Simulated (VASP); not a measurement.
**LiPb: single point with LDA**

LiPb:

```
Li Pb
1.0
     3.45786    0.00000    0.00000
     0.00000    3.45786    0.00000
     0.00000    0.00000    3.45786
Li Pb
1 1
Direct
  0.50000 0.50000 0.50000
  0.00000 0.00000 0.00000
```

```
Program                : VASP 6.6.1
Task                   : single point
Functional             : LDA
Potentials or basis    : VASP PAW LDA potentials, release 64 (Li_sv, Pb_d)
Cutoff                 : 520 eV
k mesh                 : 10 × 10 × 10
Occupations            : fermi-dirac, width 0.1 eV
Spin                   : no spin polarisation
Dipole correction      : no
Further INCAR settings : ALGO = Normal; EDIFF = 1e-06; NBANDS = 16
```

The band gap on the k mesh is zero (an odd number of electrons rules out a gap without spin polarisation).

Levels at points of the mesh, in eV from the Fermi level:
```csv
k point,band 4,band 5,band 6,band 7,band 8,band 9,band 10,band 11,band 12,band 13
"(0.00, 0.00, 0.00)",-16.61,-16.61,-16.61,-10.86,2.32,2.32,2.32,6.15,6.74,6.74
"(0.50, 0.00, 0.00)",-16.71,-16.66,-16.60,-9.20,-4.20,4.87,4.87,6.39,7.49,7.49
"(0.50, 0.50, 0.00)",-16.70,-16.70,-16.47,-7.31,-2.99,-2.99,2.45,6.92,8.50,9.19
"(0.50, 0.50, 0.50)",-16.83,-16.46,-16.46,-5.55,-0.67,-0.67,-0.67,2.54,2.54,2.54
```

It took 30 s on 1 thread of Intel Xeon 8259CL, on a shared host, peak memory 0.16 GiB.

Caveat: spin-orbit coupling is left out, which moves the levels of the heavy elements.
